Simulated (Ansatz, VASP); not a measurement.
# NiCl3 in VASP and in Ansatz

File INCAR:

```
SYSTEM = NiCl3
  ALGO = Normal
  EDIFF = 1E-7
  EDIFFG = -0.01
  ENCUT = 600
  GGA = PS
  IBRION = 2
  ISIF = 3
  ISMEAR = -1
  LASPH = .TRUE.
  LCHARG = .FALSE.
  LREAL = .FALSE.
  LWAVE = .FALSE.
  NELM = 80
  NSW = 60
  PREC = Accurate
  SIGMA = 0.1
```

KPOINTS

```
k-points
0
G
  4 4 3
  0 0 0
```

The input POSCAR:

```
NiCl3
1.0
    3.1206840000      5.4051780000      0.0000000000
   -3.1206840000      5.4051780000      0.0000000000
    0.0000000000      0.0000000000      5.6323040000
Cl Ni
6 2
Direct
    0.3100000000      0.6900000000      0.2500000000
    0.3100000000      0.0000000000      0.7500000000
    0.0000000000      0.3100000000      0.2500000000
    0.6900000000      0.3100000000      0.7500000000
    0.6900000000      0.0000000000      0.2500000000
    0.0000000000      0.6900000000      0.7500000000
    0.0000000000      0.0000000000      0.0000000000
    0.0000000000      0.0000000000      0.5000000000
```

Input for Ansatz:

```yaml
crystal:
  lattice:
    - [3.120684, 5.405178, 0.0]
    - [-3.120684, 5.405178, 0.0]
    - [0.0, 0.0, 5.632304]
  atoms:
    - { symbol: Cl, position: [0.31, 0.69, 0.25] }
    - { symbol: Cl, position: [0.31, 0.0, 0.75] }
    - { symbol: Cl, position: [0.0, 0.31, 0.25] }
    - { symbol: Cl, position: [0.69, 0.31, 0.75] }
    - { symbol: Cl, position: [0.69, 0.0, 0.25] }
    - { symbol: Cl, position: [0.0, 0.69, 0.75] }
    - { symbol: Ni, position: [0.0, 0.0, 0.0] }
    - { symbol: Ni, position: [0.0, 0.0, 0.5] }
  symmetry: { tolerance: 0.0003 }
kpoints:
  mp_grid: { grid: [4, 4, 3], shift: [0, 0, 0] }
magnetization:
  spin_polarized: false
scf:
  occupations: { method: fermi_dirac }
  mixing: { preconditioner: resta }
hamiltonian:
  pseudopotentials: { kind: paw }
  xc: pbesol
basis:
  ecutwfc: 420
output:
  forces: true
  stress: true
  eigenvalues: true
relax:
  max_steps: 40
  cell: {}
accuracy: medium
```

Alike in both runs: task relaxation of cell and atoms; functional PBEsol; k mesh 4 × 4 × 3; no spin polarisation.

|  | VASP | Ansatz |
| --- | --- | --- |
| version | VASP 6.6.1 | Ansatz 0.2.0 |
| potentials or method | VASP PAW PBE potentials, release 64 (Cl, Ni), cutoff 600 eV | PAW plane waves |
| occupations | fermi-dirac, width 0.1 eV | fermi-dirac |
| valence electrons in the cell | 62 | 78 |

Ansatz gave:

- gap on the k mesh at the Fermi level, each at its own relaxed structure (eV): none
- relaxed volume (Å³/atom): 22.05
- relaxed cell length with the largest relative difference (Å): 5.584

Q: What did VASP give for the same quantities?

A: gap on the k mesh at the Fermi level, each at its own relaxed structure (eV): none; relaxed volume (Å³/atom): 22.05; relaxed cell length with the largest relative difference (Å): 5.578.

VASP's potentials were made for PBE, not for PBEsol. A gap of «none» marks a metal or a gap that the smearing closes. VASP's potentials hold 62 valence electrons a cell and Ansatz's 78, so a difference there can come from the potentials and not from the codes. Ansatz's warnings: structure snapped to symmetry.

The k mesh is coarse, so the values compare programs but aren't converged.
